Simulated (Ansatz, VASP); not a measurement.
Ba in VASP and in Ansatz

The input INCAR:

```
ALGO     = Fast           # electronic algorithm
EDIFF    = 1E-6           # SCF threshold, eV
ENCUT    = 520            # plane-wave cutoff, eV
GGA      = PE             # functional
ISIF     = 2              # what is computed and relaxed
ISMEAR   = 0              # smearing method
LASPH    = T              # aspherical terms in the spheres
LCHARG   = F              # write CHGCAR
LREAL    = F              # projectors in reciprocal space
LWAVE    = F              # write WAVECAR
NBANDS   = 11             # bands
NELM     = 100            # most SCF steps
PREC     = Accurate       # precision mode
SIGMA    = 0.1            # smearing width, eV
```

File KPOINTS:

```
k-points
0
Gamma
  12 12 12
```

POSCAR

```
Ba
1.0
   -2.4589000000      2.4589000000      2.4589000000
    2.4589000000     -2.4589000000      2.4589000000
    2.4589000000      2.4589000000     -2.4589000000
Ba
1
Direct
    0.0000000000      0.0000000000      0.0000000000
```

Input for Ansatz:

```yaml
crystal:
  lattice:
    - [-2.4589, 2.4589, 2.4589]
    - [2.4589, -2.4589, 2.4589]
    - [2.4589, 2.4589, -2.4589]
  atoms:
    - { symbol: Ba, position: [0.0, 0.0, 0.0] }
basis:
  ecutwfc: 420
kpoints:
  mp_grid: { grid: [12, 12, 12] }
hamiltonian:
  xc: pbe
scf:
  occupations: { method: gaussian, width: 0.1 }
output:
  forces: true
  stress: true
  eigenvalues: true
```

Alike in both runs: task single point; functional PBE; k mesh 12 × 12 × 12; occupations gaussian, width 0.1 eV; no spin polarisation.

```csv
,VASP,Ansatz
version,VASP 6.6.1,Ansatz 0.2.0
potentials or method,"VASP PAW PBE potentials, release 64 (Ba_sv), cutoff 520 eV","scalar-relativistic, plane waves, PAW"
valence electrons in the cell,10,10
```

|  | VASP | Ansatz | Ansatz less VASP |
| --- | --- | --- | --- |
| gap on the k mesh at the Fermi level (eV) | none | none | - |
| pressure (GPa) | 0.6 | 0.6 | -0.07 |

A gap of «none» marks a metal or a gap that the smearing closes.

Neither program's run includes spin-orbit coupling.
